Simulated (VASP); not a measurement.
# Si (a cell with a defect) in VASP: relaxation of the atoms with PBEsol

Aim: the relaxation of the atoms of Si (a cell with a defect) with PBEsol.

All numbers are computed with VASP 6.6.1; they aren't measurements. Logs are shortened: lines on timing, memory, paths and dates and some standing lists are left out, and cuts for length are marked.

### Step 1. The cell of the first run

The cell holds a defect, 17 atoms: a = 7.679 Å, b = 7.679 Å, c = 7.679 Å, α = 60.00°, β = 60.00°, γ = 60.00°.

### Step 2. Relaxation of the atoms, PBEsol

INCAR

```
SYSTEM = Si
ALGO = Normal
EDIFF = 1E-7
EDIFFG = -0.03
ENCUT = 520
GGA = PS
IBRION = 2
ISIF = 2
ISMEAR = 0
LASPH = .TRUE.
LCHARG = .FALSE.
LREAL = Auto
LWAVE = .FALSE.
NELM = 100
NSW = 80
PREC = Accurate
SIGMA = 0.02
```

KPOINTS

```
k-points
0
G
  2 2 2
  0 0 0
```

POSCAR

```
Si
1.0
    0.0000000000      5.4300000000      5.4300000000
    5.4300000000      0.0000000000      5.4300000000
    5.4300000000      5.4300000000      0.0000000000
Si
17
Direct
    0.0000000000      0.0000000000      0.0000000000
    0.1250000000      0.1250000000      0.1250000000
    0.0000000000      0.0000000000      0.5000000000
    0.1250000000      0.1250000000      0.6250000000
    0.0000000000      0.5000000000      0.0000000000
    0.1250000000      0.6250000000      0.1250000000
    0.0000000000      0.5000000000      0.5000000000
    0.1250000000      0.6250000000      0.6250000000
    0.5000000000      0.0000000000      0.0000000000
    0.6250000000      0.1250000000      0.1250000000
    0.5000000000      0.0000000000      0.5000000000
    0.6250000000      0.1250000000      0.6250000000
    0.5000000000      0.5000000000      0.0000000000
    0.6250000000      0.6250000000      0.1250000000
    0.5000000000      0.5000000000      0.5000000000
    0.6250000000      0.6250000000      0.6250000000
    0.8751920000      0.8721696000      0.3809681000
```

Potentials or basis: VASP PAW PBE potentials, release 64 (Si).

Command:

```console
> cat potpaw_PBE.64/Si/POTCAR > POTCAR
> mpirun -np 1 vasp_std > vasp.out
```

OUTCAR:

```text
SYSTEM = Si
   EDIFF = 1E-7
   EDIFFG = -0.03
   ENCUT = 520
   GGA = PS
   IBRION = 2
   ISIF = 2
   ISMEAR = 0
   LASPH = .TRUE.
   LREAL = Auto
   NELM = 100
   NSW = 80
   PREC = Accurate

 ion  position               nearest neighbor table
   1  0.000  0.000  0.000-   2 2.35   4 2.35   6 2.35  10 2.35  17 2.39
   2  0.125  0.125  0.125-   1 2.35   3 2.35   5 2.35   9 2.35  17 2.73
   3  0.000  0.000  0.500-  17 2.33   4 2.35   8 2.35  12 2.35   2 2.35
   4  0.125  0.125  0.625-   1 2.35   3 2.35   7 2.35  11 2.35
   5  0.000  0.500  0.000-   2 2.35   6 2.35   8 2.35  14 2.35
   6  0.125  0.625  0.125-   1 2.35   5 2.35   7 2.35  13 2.35  17 2.73
   7  0.000  0.500  0.500-  17 2.33   6 2.35   8 2.35  16 2.35   4 2.35
   8  0.125  0.625  0.625-   3 2.35   5 2.35   7 2.35  15 2.35  17 2.68
   9  0.500  0.000  0.000-   2 2.35  10 2.35  12 2.35  14 2.35
  10  0.625  0.125  0.125-   1 2.35   9 2.35  11 2.35  13 2.35  17 2.75
  11  0.500  0.000  0.500-   4 2.35  10 2.35  12 2.35  16 2.35  17 2.35
  12  0.625  0.125  0.625-   3 2.35   9 2.35  11 2.35  15 2.35  17 2.70
  13  0.500  0.500  0.000-   6 2.35  10 2.35  14 2.35  16 2.35
  14  0.625  0.625  0.125-   5 2.35   9 2.35  13 2.35  15 2.35
  15  0.500  0.500  0.500-   8 2.35  12 2.35  14 2.35  16 2.35
  16  0.625  0.625  0.625-   7 2.35  11 2.35  13 2.35  15 2.35  17 2.70
  17  0.875  0.872  0.381-   3 2.33   7 2.33  11 2.35   1 2.39   8 2.68  12 2.70  16 2.70   2 2.73
                             6 2.73  10 2.75

  LATTYP: Found a face centered cubic cell.
 ALAT       =    10.8600000000

  Lattice vectors:

 A1 = (   0.0000000000,   5.4300000000,   5.4300000000)
 A2 = (   5.4300000000,   0.0000000000,   5.4300000000)
 A3 = (   5.4300000000,   5.4300000000,   0.0000000000)

Analysis of symmetry for initial positions (statically):
=====================================================================
 Subroutine PRICEL returns:
 Original cell was already a primitive cell.

 Routine SETGRP: Setting up the symmetry group for a
 face centered cubic supercell.

 Subroutine GETGRP returns: Found  1 space group operations
 (whereof  1 operations were pure point group operations)
 out of a pool of 48 trial point group operations.

The static configuration has the point symmetry C_1 .

Analysis of symmetry for dynamics (positions and initial velocities):
=====================================================================
 Subroutine PRICEL returns:
 Original cell was already a primitive cell.

 Routine SETGRP: Setting up the symmetry group for a
 face centered cubic supercell.

 Subroutine GETGRP returns: Found  1 space group operations
[... 108 lines left out ...]
   ISTART =      0    job   : 0-new  1-cont  2-samecut
   ICHARG =      2    charge: 1-file 2-atom 10-const
   ISPIN  =      1    spin polarized calculation?
   LNONCOLLINEAR =      F non collinear calculations
   LSORBIT =      F    spin-orbit coupling
   LASPH  =      T    aspherical Exc in radial PAW
   ENCUT  =  520.0 eV  38.22 Ry    6.18 a.u.  14.28 14.28 14.28*2*pi/ulx,y,z
   NELM   =    100;   NELMIN=  2; NELMDL= -5     # of ELM steps
   EDIFF  = 0.1E-06   stopping-criterion for ELM
   LREAL  =      T    real-space projection
   EDIFFG = -.3E-01   stopping-criterion for IOM
   NSW    =     80    number of steps for IOM
   IBRION =      2    ionic relax: 0-MD 1-quasi-New 2-CG
   NFREE  =      1    steps in history (QN), initial steepest desc. (CG)
   ISIF   =      2    stress and relaxation
   ISYM   =      2    0-nonsym 1-usesym 2-fastsym
   POTIM  = 0.5000    time-step for ionic-motion
   TEBEG  =    0.0;   TEEND  =   0.0 temperature during run
   PSTRESS=    0.0 pullay stress
   NELECT =      68.0000    total number of electrons
   NUPDOWN=      -1.0000    fix difference up-down
   EMIN   =  10.00;   EMAX   =-10.00  energy-range for DOS
   EFERMI =   0.00;   METHOD = LEGACY
   ISMEAR =     0;   SIGMA  =   0.02  broadening in eV -4-tet -1-fermi 0-gaus
   EFERMI_NEDOS =   21; number of points for ismear=-14 and -15
   IALGO  =     38    algorithm
   IMIX   =      4    mixing-type and parameters
     AMIX     =   0.40;   BMIX     =  1.00
     AMIX_MAG =   1.60;   BMIX_MAG =  1.00
  volume/ion in A,a.u.               =      18.84       127.11
  Fermi-wavevector in a.u.,A,eV,Ry     =   0.976715  1.845724 12.979587  0.953973
  Thomas-Fermi vector in A             =   2.107356
   LORBIT       =      0    0 simple, 1 ext, 2 COOP (PROOUT), +10 PAW based schemes
   GGA     = PS    functional components
   LHFCALC =     F    Hartree Fock is set to
   AEXX    =    0.0000 exact exchange contribution
   IVDW    =     0    specifies the selected vdW correction
   LEPSILON=     F    determine dielectric tensor
   LRPA    =     F    only Hartree local field effects (RPA)
 conjugate gradient relaxation of ions
 non-spin polarized calculation
 Gauss-broadening in eV      SIGMA  =   0.02
  energy-cutoff  :      520.00
  volume of cell :      320.21
 maximum number of plane-waves:      8646
 NGX is ok and might be reduce to    60
   NGX = 29   NGY = 29   NGZ = 29

--------------------------------------- Ionic step        1  -------------------------------------------

 number of electron      68.0000003 magnetization

 Free energy of the ion-electron system (eV)
  ---------------------------------------------------
  ext. energy  EPLUGINS =         0.00000000
  ---------------------------------------------------
  free energy    TOTEN  =       -93.79914746 eV

  energy without entropy =      -93.79529235  energy(sigma->0) =      -93.79721991

------------------------ aborting loop because EDIFF is reached ----------------------------------------

  FORCE on cell =-STRESS in cart. coord.  units (eV):
  Direction    XX          YY          ZZ          XY          YZ          ZX
  --------------------------------------------------------------------------------------
  -------------------------------------------------------------------------------------
  Total        7.9573225      7.9819839      7.9554138     -0.1736755      0.2092453      0.4192827
  in kB       39.8151227     39.9385180     39.8055723     -0.8689998      1.0469760      2.0979160
  external PRESSURE =      39.8530710 kB  Pullay stress =       0.0000000 kB
[... 242 lines left out ...]
--------------------------------------- Ionic step        6  -------------------------------------------

 number of electron      68.0000001 magnetization

 Free energy of the ion-electron system (eV)
  ---------------------------------------------------
  ext. energy  EPLUGINS =         0.00000000
  ---------------------------------------------------
  free energy    TOTEN  =       -93.92153658 eV

  energy without entropy =      -93.91756529  energy(sigma->0) =      -93.91955093

 E-fermi :   6.8061     XC(G=0):  -9.8056

 val. band max:        6.5665051762   @ k =   0.0000   0.0000   0.0000
 cond. band min:       6.8122829199   @ k =   0.5000   0.5000   0.0000
 fundamental gap:      0.2457777437
 Fermi energy:         6.8060586353

 k-point     1 :       0.0000    0.0000    0.0000
  band No.  band energies     occupation
      1      -6.3879      2.00000
      2      -3.8278      2.00000
      3      -3.6838      2.00000
      4      -3.6830      2.00000
      5      -3.6814      2.00000
      6      -2.8705      2.00000
[... 401 lines left out ...]
  FREE ENERGIE OF THE ION-ELECTRON SYSTEM (eV)
  ---------------------------------------------------
  free  energy   TOTEN  =       -93.9215365822 eV

  energy  without entropy=      -93.9175652858  energy(sigma->0) =      -93.91955093

 reached required accuracy - stopping structural energy minimisation
```

Run time: 5.9 min. Hardware: 1 thread of Intel Xeon 6975P-C (Granite Rapids), shared host; peak memory 0.53 GiB.

What came out:

| Item | Value |
| --- | --- |
| Free energy | -93.9215 eV |
| Energy gained by relaxing | 7.2 meV/atom |
| Ionic steps | 6 |
| Pressure after relaxing | 3.5 GPa |
| Largest force after relaxing | 0.024 eV/Å |
| Band gap on the k mesh | zero (bands 34 and 35 overlap by 0.25 eV) |

Forces on the atoms (eV/Å):
```
Si  -0.003  0.000  0.004
Si   0.008  0.008 -0.003
Si   0.002  0.006 -0.005
Si  -0.004 -0.007  0.003
Si  -0.003 -0.004  0.003
Si   0.002  0.007 -0.008
Si   0.005  0.007 -0.002
Si  -0.001 -0.005  0.001
Si  -0.004 -0.002  0.000
Si   0.005  0.002 -0.005
Si   0.006  0.006 -0.006
Si  -0.004  0.002  0.004
Si   0.000 -0.001  0.004
Si   0.000  0.000  0.000
Si   0.004  0.002 -0.004
Si  -0.004  0.001  0.004
Si  -0.010 -0.020  0.009
```

The path:
| step | energy change (eV) | largest force (eV/Å) | pressure (GPa) |
| --- | --- | --- | --- |
| 1 | 0.0000 | 0.9827 | 3.99 |
| 2 | -0.1186 | 0.1207 | 3.53 |
| 3 | -0.1193 | 0.1135 | 3.50 |
| 4 | -0.1217 | 0.0587 | 3.50 |
| 5 | -0.1219 | 0.0787 | 3.51 |
| 6 | -0.1224 | 0.0241 | 3.51 |

Final structure:
```xyz
17
Lattice="0.0000 5.4300 5.4300 5.4300 0.0000 5.4300 5.4300 5.4300 0.0000" Properties=species:S:1:pos:R:3 pbc="T T T"
Si    5.4121    5.4120    0.0179
Si    1.3580    1.3581    1.3895
Si    2.7407    2.7404    0.0264
Si    4.0766    4.0806    1.3540
Si    2.7205    5.4258    8.1395
Si    4.0406    1.3581    4.0720
Si    5.4041    2.7400    2.6897
Si    6.7877    4.1058    4.0724
Si    5.4259    2.7204    8.1400
Si    1.3578    4.0410    4.0722
Si    2.7376    5.4066    2.6924
Si    4.1054    6.7879    4.0725
Si    2.7200    2.7203    5.4341
Si    4.0723    4.0721    6.7877
Si    5.4244    5.4248    5.4357
Si    6.7875    6.7879    6.7547
Si    6.7935    6.7992    9.4974
```

Caveat: the k points lie up to 0.50 Å⁻¹ apart; the PAW data sets were made with another functional, which shifts forces and pressure a little.

The gap in the log of VASP goes by the Fermi energy; the results here count the filled bands.